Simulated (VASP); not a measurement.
**NaZnCl3: single point with PBE**

Crystal: NaZnCl3.

```
CELL_PARAMETERS angstrom
4.88232 0.00000 0.00000
0.00000 4.88232 0.00000
0.00000 0.00000 4.88232
ATOMIC_POSITIONS crystal
Na 0.00000 0.00000 0.00000
Zn 0.50000 0.50000 0.50000
Cl 0.50000 0.50000 0.00000
Cl 0.50000 0.00000 0.50000
Cl 0.00000 0.50000 0.50000
```

This cell differs from its parent crystal: strain +0.5%.

- Program: VASP 6.6.1
- Task: single point
- Functional: PBE
- Potentials or basis: VASP PAW PBE potentials, release 64 (Na_pv, Zn, Cl)
- Cutoff: 520 eV
- k mesh: 6 × 6 × 6
- Occupations: fermi-dirac, width 0.02 eV
- Spin: no spin polarisation

```
Pressure               : 0.7 GPa
Band gap on the k mesh : 1.64 eV (least direct gap 2.22 eV)
```

Levels at points of the mesh, in eV from the valence-band top:
```csv
k point,band 18,band 19,band 20,band 21,band 22,band 23
"(0.00, 0.00, 0.00)",-0.57,-0.57,-0.57,1.64,4.24,8.27
"(0.50, 0.00, 0.00)",-1.05,-0.66,-0.66,4.63,6.21,6.79
"(0.50, 0.50, 0.00)",-1.10,-0.03,-0.01,6.60,6.65,7.58
"(0.50, 0.50, 0.50)",0.00,0.00,0.00,5.04,6.59,6.59
```

Wall time 25 s on 1 thread of Intel(R) Xeon(R) 6975P-C (Granite Rapids) (shared host), peak memory 0.24 GiB.

Caveat: the cell differs from its parent crystal (strain +0.5%). A k mesh can miss the band edges.
